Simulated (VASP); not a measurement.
# W (R-3m) in VASP: further runs

The runs below take W through single point, with PBE.

All numbers are computed with VASP 6.6.1; they aren't measurements. Logs are shortened: lines on timing, memory, paths and dates and some standing lists are left out, and cuts for length are marked.

**1. The cell of the first run**

Symmetry: R-3m, No. 166, trigonal system. Conventional cell: a = 3.834 Å, b = 3.834 Å, c = 4.258 Å, α = 90.00°, β = 90.00°, γ = 120.00°. Within 3.5 Å of W (site symmetry -3m) lie 6 W at 2.63 Å.

**2. Single point, PBE**

Input file INCAR:

```
SYSTEM = W
  PREC = Accurate
  ENCUT = 520
  EDIFF = 1E-6
  ISMEAR = 0
  SIGMA = 0.15
  LREAL = .False.
  LASPH = .True.
  NELM = 80
  ALGO = Fast
  ISIF = 2
  LWAVE = .False.
  LCHARG = .False.
  GGA = PE
  NBANDS = 13
```

Input file KPOINTS:

```
regular mesh
0
Gamma
  22 22 22
  0 0 0
```

Input file POSCAR:

```
W
1.0
   -0.9882040707      1.7231661618      1.7231661618
    1.7231661618     -0.9882040707      1.7231661618
    1.7231661618      1.7231661618     -0.9882040707
W
1
Direct
    0.0000000000      0.0000000000      0.0000000000
```

Potentials or basis: VASP PAW PBE potentials, release 64 (W_sv).

Run with:

```console
$ cat potpaw_PBE.64/W_sv/POTCAR > POTCAR
$ mpirun -np 1 vasp_std > vasp.out
```

OUTCAR:

```text
SYSTEM = W
   PREC = Accurate
   ENCUT = 520
   EDIFF = 1E-6
   ISMEAR = 0
   LREAL = .False.
   LASPH = .True.
   NELM = 80
   ISIF = 2
   GGA = PE

 ion  position               nearest neighbor table
   1  0.000  0.000  0.000-

  LATTYP: Found a trigonal (rhomboedric) cell.
 ALAT       =     2.6296673797
 COS(alpha) =    -0.0631046292

  Lattice vectors:

 A1 = (  -0.9882040707,   1.7231661618,   1.7231661618)
 A2 = (   1.7231661618,  -0.9882040707,   1.7231661618)
 A3 = (   1.7231661618,   1.7231661618,  -0.9882040707)

Analysis of symmetry for initial positions (statically):
=====================================================================
 Subroutine PRICEL returns:
 Original cell was already a primitive cell.

 Routine SETGRP: Setting up the symmetry group for a
 trigonal (rhombohedral) supercell.

 Subroutine GETGRP returns: Found 12 space group operations
 (whereof 12 operations were pure point group operations)
 out of a pool of 12 trial point group operations.

The static configuration has the point symmetry D_3d.

Analysis of symmetry for dynamics (positions and initial velocities):
=====================================================================
 Subroutine PRICEL returns:
 Original cell was already a primitive cell.

 Routine SETGRP: Setting up the symmetry group for a
 trigonal (rhombohedral) supercell.

 Subroutine GETGRP returns: Found 12 space group operations
 (whereof 12 operations were pure point group operations)
 out of a pool of 12 trial point group operations.

The dynamic configuration has the point symmetry D_3d.

 Subroutine INISYM returns: Found 12 space group operations
 (whereof 12 operations are pure point group operations),
 and found     1 'primitive' translations

----------------------------------------------------------------------------------------

                                     Primitive cell

  volume of cell :      18.0710

  direct lattice vectors                    reciprocal lattice vectors
    -0.988204071  1.723166162  1.723166162    -0.110273606  0.258543602  0.258543602
     1.723166162 -0.988204071  1.723166162     0.258543602 -0.110273606  0.258543602
     1.723166162  1.723166162 -0.988204071     0.258543602  0.258543602 -0.110273606

  length of vectors
     2.629667380  2.629667380  2.629667380     0.381902942  0.381902942  0.381902942

  position of ions in fractional coordinates (direct lattice)
[... 79 lines left out ...]
   EDIFFG = 0.1E-04   stopping-criterion for IOM
   NSW    =      0    number of steps for IOM
   IBRION =     -1    ionic relax: 0-MD 1-quasi-New 2-CG
   NFREE  =      0    steps in history (QN), initial steepest desc. (CG)
   ISIF   =      2    stress and relaxation
   ISYM   =      2    0-nonsym 1-usesym 2-fastsym
   POTIM  = 0.5000    time-step for ionic-motion
   TEBEG  =    0.0;   TEEND  =   0.0 temperature during run
   PSTRESS=    0.0 pullay stress
   NELECT =      14.0000    total number of electrons
   NUPDOWN=      -1.0000    fix difference up-down
   EMIN   =  10.00;   EMAX   =-10.00  energy-range for DOS
   EFERMI =   0.00;   METHOD = LEGACY
   ISMEAR =     0;   SIGMA  =   0.15  broadening in eV -4-tet -1-fermi 0-gaus
   EFERMI_NEDOS =   21; number of points for ismear=-14 and -15
   IALGO  =     68    algorithm
   IMIX   =      4    mixing-type and parameters
     AMIX     =   0.40;   BMIX     =  1.00
     AMIX_MAG =   1.60;   BMIX_MAG =  1.00
  volume/ion in A,a.u.               =      18.07       121.95
  Fermi-wavevector in a.u.,A,eV,Ry     =   1.503569  2.841334 30.758971  2.260721
  Thomas-Fermi vector in A             =   2.614662
   LORBIT       =      0    0 simple, 1 ext, 2 COOP (PROOUT), +10 PAW based schemes
   GGA     = PE    functional components
   LHFCALC =     F    Hartree Fock is set to
   AEXX    =    0.0000 exact exchange contribution
   IVDW    =     0    specifies the selected vdW correction
   LEPSILON=     F    determine dielectric tensor
   LRPA    =     F    only Hartree local field effects (RPA)
 non-spin polarized calculation
 RMM-DIIS sequential band-by-band and
 Gauss-broadening in eV      SIGMA  =   0.15
  energy-cutoff  :      520.00
  volume of cell :       18.07
 maximum number of plane-waves:       500
   NGX =  9   NGY =  9   NGZ =  9

 number of electron      14.0000002 magnetization

 Free energy of the ion-electron system (eV)
  ---------------------------------------------------
  ext. energy  EPLUGINS =         0.00000000
  ---------------------------------------------------
  free energy    TOTEN  =       -11.57957680 eV

  energy without entropy =      -11.57170915  energy(sigma->0) =      -11.57564298

 E-fermi :   9.5519     XC(G=0): -12.7706

 val. band max:        9.5509512587   @ k =   0.4091   0.4091   0.1818
 cond. band min:       9.5563473464   @ k =  -0.3636   0.2727   0.2273
 fundamental gap:      0.0053960877
 Fermi energy:         9.5518510999

 k-point     1 :       0.0000    0.0000    0.0000
  band No.  band energies     occupation
      1     -64.5612      2.00000
      2     -28.2523      2.00000
      3     -28.1119      2.00000
      4     -28.1119      2.00000
      5       0.8944      2.00000
      6       5.2390      2.00000
      7       5.2390      2.00000
      8      13.9596      0.00000
      9      14.2786      0.00000
     10      14.2786      0.00000
     11      23.7684      0.00000
     12      23.7684      0.00000
     13      25.4344      0.00000
[... 354 lines left out ...]
  band No.  band energies     occupation
      1     -64.4619      2.00000
      2     -29.4284      2.00000
      3     -28.1075      2.00000
      4     -28.0118      2.00000
      5       4.3777      2.00000
      6       6.1848      2.00000
      7       8.4417      2.00000
      8      10.6806      0.00000
      9      10.9214      0.00000
     10      14.4736      0.00000
     11      18.7564      0.00000
     12      23.7148      0.00000
     13      28.2508      0.00000

 [... further k-points ...]
[... 5 lines left out ...]
  --------------------------------------------------------------------------------------
  -------------------------------------------------------------------------------------
  Total        0.3186588      0.3186588      0.3186588     -0.6782926     -0.6782926     -0.6782926
  in kB       28.2523327     28.2523327     28.2523327    -60.1375181    -60.1375181    -60.1375181
  external PRESSURE =      28.2523327 kB  Pullay stress =       0.0000000 kB

 VOLUME and BASIS-vectors are now :
 -----------------------------------------------------------------------------
  energy-cutoff  :      520.00
  volume of cell :       18.07
      direct lattice vectors                 reciprocal lattice vectors
    -0.988204071  1.723166162  1.723166162    -0.110273606  0.258543602  0.258543602
     1.723166162 -0.988204071  1.723166162     0.258543602 -0.110273606  0.258543602
     1.723166162  1.723166162 -0.988204071     0.258543602  0.258543602 -0.110273606

 POSITION                                       TOTAL-FORCE (eV/Angst)
 -----------------------------------------------------------------------------------
      0.00000      0.00000      0.00000         0.000000     -0.000000      0.000000
 -----------------------------------------------------------------------------------
    total drift:                                0.000000     -0.000000      0.000000

  FREE ENERGIE OF THE ION-ELECTRON SYSTEM (eV)
  ---------------------------------------------------
  free  energy   TOTEN  =       -11.5795768047 eV

  energy  without entropy=      -11.5717091519  energy(sigma->0) =      -11.57564298
```

It took 2.2 min on 1 thread of Intel Xeon Platinum 8259CL at 2.50GHz (Skylake/Cascade Lake), shared host; peak memory 0.32 GiB.

Results:

```
Free energy            : -11.5796 eV
Pressure               : 2.8 GPa
Band gap on the k mesh : zero (band 7 reaches 11.28 eV, above the bottom of band 8 at 8.57 eV)
```

Stress tensor (GPa, compression positive):
```
 2.83 -6.01 -6.01
-6.01  2.83 -6.01
-6.01 -6.01  2.83
```

Levels at points of the mesh, in eV from the Fermi level:
```tsv
k point	band 5	band 6	band 7	band 8	band 9	band 10
(0.00, 0.00, 0.00)	-8.66	-4.31	-4.31	4.41	4.73	4.73
(0.50, 0.00, 0.00)	-5.17	-3.41	-0.75	0.93	1.18	5.02
(0.50, 0.50, 0.00)	-5.60	-3.02	1.58	1.95	4.08	5.55
(0.50, 0.50, 0.50)	-4.24	-4.24	-3.24	7.22	7.63	7.63
```

Caveat: spin-orbit coupling is left out, which moves the levels of the heavy elements.

**3. Single point, PBE**

This run uses another cell than the first one, of the same volume but with other edges.

Input file INCAR:

```
SYSTEM = W
PREC     = Accurate       ! precision mode
ENCUT    = 520            ! plane-wave cutoff, eV
EDIFF    = 1E-6           ! SCF threshold, eV
ISMEAR   = 0              ! smearing method
SIGMA    = 0.15           ! smearing width, eV
LREAL    = .False.        ! projectors in reciprocal space
LASPH    = .True.         ! aspherical terms in the spheres
NELM     = 80             ! most SCF steps
ALGO     = Fast           ! electronic algorithm
ISIF     = 2              ! what is computed and relaxed
LWAVE    = .False.        ! write WAVECAR
LCHARG   = .False.        ! write CHGCAR
GGA      = PE             ! functional
NBANDS   = 13             ! bands
```

Input file KPOINTS:

```
Automatic mesh
0
Gamma
  22 22 22
  0 0 0
```

Input file POSCAR:

```
W
1.0
   -2.3172232011      1.7144831079      1.7144831079
    1.7144831079     -2.3172232011      1.7144831079
    1.7144831079      1.7144831079     -2.3172232011
W
1
Direct
    0.0000000000      0.0000000000      0.0000000000
```

Potentials or basis: VASP PAW PBE potentials, release 64 (W_sv).

Run with:

```console
$ cat potpaw_PBE.64/W_sv/POTCAR > POTCAR
$ mpirun -np 1 vasp_std > vasp.out
```

OUTCAR:

```text
SYSTEM = W
   PREC = Accurate
   ENCUT = 520
   EDIFF = 1E-6
   ISMEAR = 0
   LREAL = .False.
   LASPH = .True.
   NELM = 80
   ISIF = 2
   GGA = PE

 ion  position               nearest neighbor table
   1  0.000  0.000  0.000-

  LATTYP: Found a trigonal (rhomboedric) cell.
 ALAT       =     3.3538676209
 COS(alpha) =    -0.4450602107

  Lattice vectors:

 A1 = (  -2.3172232011,   1.7144831079,   1.7144831079)
 A2 = (   1.7144831079,  -2.3172232011,   1.7144831079)
 A3 = (   1.7144831079,   1.7144831079,  -2.3172232011)

Analysis of symmetry for initial positions (statically):
=====================================================================
 Subroutine PRICEL returns:
 Original cell was already a primitive cell.

 Routine SETGRP: Setting up the symmetry group for a
 trigonal (rhombohedral) supercell.

 Subroutine GETGRP returns: Found 12 space group operations
 (whereof 12 operations were pure point group operations)
 out of a pool of 12 trial point group operations.

The static configuration has the point symmetry D_3d.

Analysis of symmetry for dynamics (positions and initial velocities):
=====================================================================
 Subroutine PRICEL returns:
 Original cell was already a primitive cell.

 Routine SETGRP: Setting up the symmetry group for a
 trigonal (rhombohedral) supercell.

 Subroutine GETGRP returns: Found 12 space group operations
 (whereof 12 operations were pure point group operations)
 out of a pool of 12 trial point group operations.

The dynamic configuration has the point symmetry D_3d.

 Subroutine INISYM returns: Found 12 space group operations
 (whereof 12 operations are pure point group operations),
 and found     1 'primitive' translations

----------------------------------------------------------------------------------------

                                     Primitive cell
[... 111 lines left out ...]
  Fermi-wavevector in a.u.,A,eV,Ry     =   1.503569  2.841334 30.758971  2.260721
  Thomas-Fermi vector in A             =   2.614662
   LORBIT       =      0    0 simple, 1 ext, 2 COOP (PROOUT), +10 PAW based schemes
   GGA     = PE    functional components
   LHFCALC =     F    Hartree Fock is set to
   AEXX    =    0.0000 exact exchange contribution
   IVDW    =     0    specifies the selected vdW correction
   LEPSILON=     F    determine dielectric tensor
   LRPA    =     F    only Hartree local field effects (RPA)
 non-spin polarized calculation
 RMM-DIIS sequential band-by-band and
 Gauss-broadening in eV      SIGMA  =   0.15
  energy-cutoff  :      520.00
  volume of cell :       18.07
 maximum number of plane-waves:       503
 NGX is ok and might be reduce to    28

 number of electron      14.0000002 magnetization

 Free energy of the ion-electron system (eV)
  ---------------------------------------------------
  ext. energy  EPLUGINS =         0.00000000
  ---------------------------------------------------
  free energy    TOTEN  =        -6.49431879 eV

  energy without entropy =       -6.48213050  energy(sigma->0) =       -6.48822464

 E-fermi :   9.6348     XC(G=0): -12.4645

 val. band max:        9.6343784532   @ k =  -0.2727   0.3182   0.1364
 cond. band min:       9.6356227082   @ k =   0.1818   0.0455  -0.0000
 fundamental gap:      0.0012442550
 Fermi energy:         9.6347754861

 k-point     1 :       0.0000    0.0000    0.0000
  band No.  band energies     occupation
      1     -66.0102      2.00000
      2     -29.7489      2.00000
      3     -29.7489      2.00000
      4     -23.9893      2.00000
      5       1.0736      2.00000
      6       3.0323      2.00000
      7       6.7477      2.00000
      8       6.7477      2.00000
      9      18.3879      0.00000
     10      19.7094      0.00000
     11      19.7094      0.00000
     12      24.5365      0.00000
     13      24.5365      0.00000
[... 354 lines left out ...]
  band No.  band energies     occupation
      1     -63.8860      2.00000
      2     -34.7367      2.00000
      3     -28.1038      2.00000
      4     -28.0430      2.00000
      5       3.0854      2.00000
      6       3.9732      2.00000
      7       9.9978      0.00062
      8      10.7372      0.00000
      9      12.7003      0.00000
     10      16.9308      0.00000
     11      21.6359      0.00000
     12      24.9984      0.00000
     13      28.4814      0.00000

 [... further k-points ...]
[... 5 lines left out ...]
  --------------------------------------------------------------------------------------
  -------------------------------------------------------------------------------------
  Total       12.2729901     12.2729901     12.2729901     15.6551116     15.6551116     15.6551116
  in kB     1088.1249823   1088.1249823   1088.1249823   1387.9843342   1387.9843342   1387.9843342
  external PRESSURE =    1088.1249823 kB  Pullay stress =       0.0000000 kB

 VOLUME and BASIS-vectors are now :
 -----------------------------------------------------------------------------
  energy-cutoff  :      520.00
  volume of cell :       18.07
      direct lattice vectors                 reciprocal lattice vectors
    -2.317223201  1.714483108  1.714483108     0.134473523  0.382507463  0.382507463
     1.714483108 -2.317223201  1.714483108     0.382507463  0.134473523  0.382507463
     1.714483108  1.714483108 -2.317223201     0.382507463  0.382507463  0.134473523

 POSITION                                       TOTAL-FORCE (eV/Angst)
 -----------------------------------------------------------------------------------
      0.00000      0.00000      0.00000        -0.000000      0.000000     -0.000000
 -----------------------------------------------------------------------------------
    total drift:                                0.000000     -0.000000      0.000000

  FREE ENERGIE OF THE ION-ELECTRON SYSTEM (eV)
  ---------------------------------------------------
  free  energy   TOTEN  =        -6.4943187908 eV

  energy  without entropy=       -6.4821304965  energy(sigma->0) =       -6.48822464
```

stdout:

```text
POSCAR found type information on POSCAR W
 POSCAR found :  1 types and       1 ions
 scaLAPACK will be used
 LDA part: xc-table for (Slater+PW92), standard interpolation
 POSCAR, INCAR and KPOINTS ok, starting setup
 FFT: planning ... GRIDC
 FFT: planning ... GRID_SOFT
 FFT: planning ... GRID
 WAVECAR not read
 entering main loop
WARNING in EDDRMM: call to ZHEGV failed, returncode =   8  4     13
WARNING in EDDRMM: call to ZHEGV failed, returncode =   8  4     12
WARNING in EDDRMM: call to ZHEGV failed, returncode =   6  3     13
```

Wall time 7.3 min (1 thread of Intel Xeon Platinum 8259CL at 2.50GHz (Skylake/Cascade Lake), shared host); peak memory 0.35 GiB.

Results:

```yaml
Free_energy: -6.4943 eV
Pressure: 108.8 GPa
Band_gap_on_the_k_mesh: zero (band 7 reaches 12.42 eV, above the bottom of band 8 at 6.75 eV)
```

Stress tensor (GPa, compression positive):
```
108.81 138.80 138.80
138.80 108.81 138.80
138.80 138.80 108.81
```

Levels at points of the mesh, in eV from the Fermi level:
| k point | band 3 | band 4 | band 5 | band 6 | band 7 | band 8 | band 9 | band 10 | band 11 | band 12 |
| --- | --- | --- | --- | --- | --- | --- | --- | --- | --- | --- |
| (0.00, 0.00, 0.00) | -39.38 | -33.62 | -8.56 | -6.60 | -2.89 | -2.89 | 8.75 | 10.07 | 10.07 | 14.90 |
| (0.50, 0.00, 0.00) | -37.56 | -37.50 | -7.23 | -6.42 | 1.76 | 2.07 | 4.32 | 4.86 | 11.20 | 15.84 |
| (0.50, 0.50, 0.00) | -39.44 | -33.63 | -6.77 | -5.80 | -1.71 | 0.35 | 2.16 | 7.77 | 10.13 | 10.33 |
| (0.50, 0.50, 0.50) | -37.58 | -37.58 | -7.34 | -7.34 | 2.79 | 2.79 | 6.98 | 8.79 | 8.79 | 12.16 |

Caveat: spin-orbit coupling is left out, which moves the levels of the heavy elements.

(Part 1 of 2 ends here.)
